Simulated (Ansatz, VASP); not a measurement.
WS2: VASP beside Ansatz

File INCAR:

```
PREC = Accurate
ENCUT = 520
EDIFF = 1E-6
ISMEAR = 0
SIGMA = 0.05
LREAL = F
LASPH = T
NELM = 60
ALGO = Normal
ISIF = 2
LWAVE = F
LCHARG = F
LDIPOL = T
IDIPOL = 3
DIPOL = 0.5 0.5 0.391
GGA = PE
IVDW = 12
NBANDS = 35
```

The input KPOINTS:

```
Automatic mesh
0
Gamma
  9 9 1
```

The input POSCAR:

```
WS2
1.0
    3.1595457497      0.0000000000      0.0000000000
   -1.5797728749      2.7362468836      0.0000000000
    0.0000000000      0.0000000000     23.8042575719
S W
4 2
Direct
    0.3333333333      0.6666666667      0.1890418126
    0.3333333333      0.6666666667      0.3214605103
    1.0000000000      1.0000000000      0.4596710800
    1.0000000000      1.0000000000      0.5920897776
    0.6666666667      0.3333333333      0.2552511581
    0.6666666667      1.3333333333      0.5258804254
```

Input for Ansatz:

```yaml
crystal:
  lattice:
    - [3.1595457497, 0.0, 0.0]
    - [-1.5797728749, 2.7362468836, 0.0]
    - [0.0, 0.0, 23.8042575719]
  atoms:
    - { symbol: S, position: [0.3333333333, 0.6666666667, 0.1890418126] }
    - { symbol: W, position: [0.6666666667, 0.3333333333, 0.2552511581] }
    - { symbol: S, position: [0.3333333333, 0.6666666667, 0.3214605103] }
    - { symbol: S, position: [1.0, 1.0, 0.45967108] }
    - { symbol: W, position: [0.6666666667, 1.3333333333, 0.5258804254] }
    - { symbol: S, position: [1.0, 1.0, 0.5920897776] }
basis:
  ecutwfc: 420
kpoints:
  mp_grid: { grid: [9, 9, 1] }
hamiltonian:
  xc: pbe
  pseudopotentials: { kind: paw, azcp: { folder: soft_1 } }
  dispersion: d3bj
scf:
  occupations: { method: gaussian, width: 0.05 }
output:
  forces: true
  eigenvalues: true
efield:
  axis: 3
  dipole_correction: true
  ramp_width: 0.04
```

Alike in both runs: task single point; functional PBE; dispersion D3(BJ); k mesh 9 × 9 × 1; occupations gaussian, width 0.05 eV; no spin polarisation.

|  | VASP | Ansatz |
| --- | --- | --- |
| version | VASP 6.6.1 | Ansatz 0.2.0 |
| potentials or method | VASP PAW PBE potentials, release 64 (S, W_sv), cutoff 520 eV | scalar-relativistic, plane waves, PAW |
| valence electrons in the cell | 52 | 52 |

|  | VASP | Ansatz | Ansatz less VASP |
| --- | --- | --- | --- |
| gap on the k mesh at the Fermi level (eV) | 1.69 | 1.68 | -0.015 |
| least direct gap on the mesh (eV) | 1.92 | 1.92 | -0.003 |
| rms of the force components (eV/Å) | 0.021 | 0.021 | +0.0001 |

Spin-orbit coupling is off throughout.
